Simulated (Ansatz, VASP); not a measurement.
## Two plane-wave programs on LiCl

```xyz
2
Lattice="0.0000 2.5560 2.5560 2.5560 0.0000 2.5560 2.5560 2.5560 0.0000" Properties=species:S:1:pos:R:3 pbc="T T T"
Li    0.0000    0.0000    0.0000
Cl    2.5560    2.5560    2.5560
```

Alike in both runs: task single point; functional r2SCAN; k mesh 6 × 6 × 6; occupations gaussian, width 0.001 eV; no spin polarisation.

|  | VASP | Ansatz |
| --- | --- | --- |
| version | VASP 6.6.1 | Ansatz 0.2.0 |
| potentials or method | VASP PAW PBE potentials, release 64 (Li_sv, Cl) | plane waves |
| plane-wave cutoff (eV) | 520 | 500 |
| valence electrons in the cell | 10 | 10 |

Ansatz gave:

| Quantity | Value |
| --- | --- |
| gap on the k mesh at the Fermi level (eV) | 7.29 |

What did VASP give for the same quantities?

gap on the k mesh at the Fermi level (eV): 7.36.

VASP's potentials were made for PBE, not for r2SCAN.

Noted on VASP's run: the cutoff is short for stress, so the pressure is rough.
